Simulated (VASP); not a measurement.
Here is a VASP 6.6.1 calculation.

The input INCAR:

```
SYSTEM = TlSn2
PREC     = Accurate       ! precision mode
ENCUT    = 520            ! plane-wave cutoff, eV
EDIFF    = 1E-6           ! SCF threshold, eV
ISMEAR   = 0              ! smearing method
SIGMA    = 0.1            ! smearing width, eV
LREAL    = .FALSE.        ! projectors in reciprocal space
LASPH    = .TRUE.         ! aspherical terms in the spheres
NELM     = 60             ! most SCF steps
ALGO     = Fast           ! electronic algorithm
ISIF     = 2              ! what is computed and relaxed
LWAVE    = .FALSE.        ! write WAVECAR
LCHARG   = .FALSE.        ! write CHGCAR
GGA      = PE             ! functional
NBANDS   = 28             ! bands
```

KPOINTS

```
regular mesh
0
G
  6 6 6
  0 0 0
```

POSCAR

```
TlSn2
1.0
   -1.9929447652      1.9929447652      4.8889426271
    1.9929447652     -1.9929447652      4.8889426271
    1.9929447652      1.9929447652     -4.8889426271
Tl Sn
1 2
Direct
    0.0000000000      0.0000000000      0.0000000000
    0.6650000000      0.6650000000      0.0000000000
    0.3350000000      0.3350000000      0.0000000000
```

Potentials or basis: VASP PAW PBE potentials, release 64 (Tl_d, Sn_d).

Launch:

```console
$ cat potpaw_PBE.64/Tl_d/POTCAR potpaw_PBE.64/Sn_d/POTCAR > POTCAR
$ mpirun -np 1 vasp_std > vasp.out
```

(1) Estimate the largest force.

(2) Predict the band gap on the k mesh.

(3) Predict the pressure.

Answers

(1) 0.326 eV/Å.

(2) zero (an odd number of electrons rules out a gap without spin polarisation).

(3) 5.7 GPa.

Caveat: the cell stands under pressure; spin-orbit coupling is left out, which moves the levels of the heavy elements.
